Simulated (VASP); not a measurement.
AlSiN: relaxation of cell and atoms with PBE

Crystal: AlSiN.

```
Al Si N
1.0
     3.64579    0.00000    0.00000
    -1.82289    3.15734    0.00000
     0.00000    0.00000    3.66160
Al Si N
1 1 1
Cartesian
  1.8229 1.0524 1.8308
  0.0000 0.0000 0.0000
  0.0000 2.1049 1.8308
```

The cell was built from a structure type or drawn by symmetry, and may not be a known phase.

```yaml
Program: VASP 6.6.1
Task: relaxation of cell and atoms
Functional: PBE
Potentials_or_basis: VASP PAW PBE potentials, release 64 (Al, Si, N)
Cutoff: 600 eV
k_mesh: 6 × 6 × 6
Occupations: gaussian, width 0.1 eV
Spin: no spin polarisation
Dipole_correction: no
Further_INCAR_settings: ALGO = Normal; EDIFF = 1e-07; IBRION = 2; EDIFFG = -0.04; NSW = 90; ISIF = 3
```

```json
{"Relaxed volume": "14.79 Å³/atom", "Relaxed cell": "a = 3.089 Å, b = 3.089 Å, c = 5.368 Å, α = 90.00°, β = 90.00°, γ = 120.00°", "Space group after relaxing (to 0.1 Å)": "P-6m2 (No. 187)", "Pressure after relaxing": "0.4 GPa", "Band gap on the k mesh": "zero (bands 6 and 7 overlap by 3.34 eV)"}
```

Final structure:
```cif
data_structure
_symmetry_space_group_name_H-M 'P 1'
_symmetry_Int_Tables_number 1
_cell_length_a 3.0890
_cell_length_b 3.0890
_cell_length_c 5.3678
_cell_angle_alpha 90.000
_cell_angle_beta 90.000
_cell_angle_gamma 120.000
_cell_volume 44.36
loop_
_atom_site_label
_atom_site_type_symbol
_atom_site_fract_x
_atom_site_fract_y
_atom_site_fract_z
_atom_site_occupancy
Al1 Al 0.66667 0.33333 0.50000 1
Si1 Si 0.00000 0.00000 0.00000 1
N1 N 0.33333 0.66667 0.50000 1
```

Levels at points of the mesh, in eV from the Fermi level:
| k point | band 4 | band 5 | band 6 | band 7 | band 8 | band 9 |
| --- | --- | --- | --- | --- | --- | --- |
| (0.00, 0.00, 0.00) | -3.35 | -3.35 | 1.08 | 2.67 | 5.80 | 5.80 |
| (0.50, 0.00, 0.00) | -4.12 | -3.92 | -3.48 | -0.70 | 3.31 | 3.90 |
| (0.00, 0.00, 0.50) | -3.34 | -3.34 | -2.93 | 5.71 | 5.95 | 5.95 |
| (0.50, 0.00, 0.50) | -5.05 | -4.10 | -1.48 | 0.76 | 2.61 | 3.04 |

Run time: 4 min on 1 thread of Intel Xeon 8259CL, on a shared host, peak memory 0.18 GiB.

Caveat: a cell axis changed by over 15 % at a fixed basis, so the end point is rough.
